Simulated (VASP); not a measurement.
Write the native input for VASP 6.6.1 that does the following.

| Property | Result |
| --- | --- |
| Task | single point |
| Functional | r2SCAN |
| Potentials or basis | VASP PAW PBE potentials, release 64 (Te, Pb_d) |
| Cutoff | 520 eV |
| k mesh | 8 × 8 × 8 |
| Occupations | gaussian, width 0.05 eV |
| Spin | no spin polarisation |
| Dipole correction | no |
| Further INCAR settings | ALGO = Normal; EDIFF = 1e-06; NBANDS = 17 |

Crystal: TePb.

```
CELL_PARAMETERS angstrom
4.04413 0.00000 0.00000
0.00000 4.04413 0.00000
0.00000 0.00000 4.04413
ATOMIC_POSITIONS crystal
Te 0.50000 0.50000 0.50000
Pb 0.00000 0.00000 0.00000
```

This cell differs from its parent crystal: volume scaled by 1.040.

One way to write it, as run:

POSCAR

```
TePb
1.0
    4.0441342766      0.0000000000      0.0000000000
    0.0000000000      4.0441342766      0.0000000000
    0.0000000000      0.0000000000      4.0441342766
Te Pb
1 1
Direct
    0.5000000000      0.5000000000      0.5000000000
    0.0000000000      0.0000000000      0.0000000000
```

INCAR.step1

```
SYSTEM = TePb
PREC = Accurate
ENCUT = 520
ISMEAR = 0
SIGMA = 0.05
LREAL = .FALSE.
LASPH = .TRUE.
NELM = 80
NBANDS = 17
GGA = PE
ALGO = Normal
EDIFF = 1E-4
LWAVE = .TRUE.
LCHARG = .FALSE.
```

INCAR.step2

```
SYSTEM = TePb
PREC = Accurate
ENCUT = 520
EDIFF = 1E-6
ISMEAR = 0
SIGMA = 0.05
LREAL = .FALSE.
LASPH = .TRUE.
NELM = 80
ALGO = Normal
ISIF = 2
LWAVE = .FALSE.
LCHARG = .FALSE.
METAGGA = R2SCAN
LMIXTAU = .TRUE.
NBANDS = 17
ISTART = 1
```

KPOINTS

```
Automatic mesh
0
G
  8 8 8
  0 0 0
```

Potentials or basis: VASP PAW PBE potentials, release 64 (Te, Pb_d).

Launch:

```sh
$ cat potpaw_PBE.64/Te/POTCAR potpaw_PBE.64/Pb_d/POTCAR > POTCAR
$ cp INCAR.step1 INCAR
$ mpirun -np 1 vasp_std > vasp.out
$ cp INCAR.step2 INCAR
$ mpirun -np 1 vasp_std > vasp.out
```

Results of the run:

```json
{"Pressure": "-1.6 GPa", "Band gap on the k mesh": "zero (band 10 reaches 6.10 eV, above the bottom of band 11 at 5.10 eV)"}
```

Caveat: the PAW data sets were made with another functional, which shifts forces and pressure a little; spin-orbit coupling is left out, which moves the levels of the heavy elements.

Wall time 45 s on 1 thread of Intel(R) Xeon(R) 6975P-C (Granite Rapids) (shared host), peak memory 0.19 GiB.
